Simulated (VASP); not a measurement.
Input of a VASP 6.6.1 run:

INCAR

```
PREC     = Accurate       # precision mode
ENCUT    = 600            # plane-wave cutoff, eV
EDIFF    = 1E-6           # SCF threshold, eV
ISMEAR   = 0              # smearing method
SIGMA    = 0.02           # smearing width, eV
LREAL    = False          # projectors in reciprocal space
LASPH    = True           # aspherical terms in the spheres
NELM     = 60             # most SCF steps
ALGO     = Normal         # electronic algorithm
ISIF     = 4              # what is computed and relaxed
LWAVE    = False          # write WAVECAR
LCHARG   = False          # write CHGCAR
GGA      = PE             # functional
IVDW     = 12             # dispersion correction
IBRION   = 2              # ionic algorithm
NSW      = 50             # ionic steps
EDIFFG   = -0.01          # ionic threshold
```

The input KPOINTS:

```
Automatic mesh
0
Gamma
  12 12 4
```

Contents of POSCAR:

```
MoS2
1.0
    3.0588268666      0.0000000000      0.0000000000
   -1.5294134333      2.6490217722      0.0000000000
    0.0000000000      0.0000000000      6.2026747917
Mo S
1 2
Direct
    0.0000000000      0.0000000000      0.0000000000
    0.3333333333      0.6666666667      0.2505178053
    0.3333333333      0.6666666667      0.7494821947
```

Potentials or basis: VASP PAW PBE potentials, release 64 (Mo_sv, S).

Command:

```sh
$ cat potpaw_PBE.64/Mo_sv/POTCAR potpaw_PBE.64/S/POTCAR > POTCAR
$ mpirun -np 1 vasp_std > vasp.out
```

Question: Estimate the band gap on the k mesh.

Answer: 0.76 eV (least direct gap 1.75 eV).

Question: What does it give for the dispersion energy per atom?

Answer: -0.452 eV.

The path:
```tsv
step	energy change (eV)	largest force (eV/Å)	pressure (GPa)	volume (Å³)
1	0.0000	0.5597	12.46	50.26
2	-0.0105	0.1283	9.44	50.26
3	-0.0117	0.0357	10.14	50.26
4	-0.0140	0.0081	9.84	50.26
5	-0.0140	0.0009	9.73	50.26
```

A k mesh can miss the band edges.
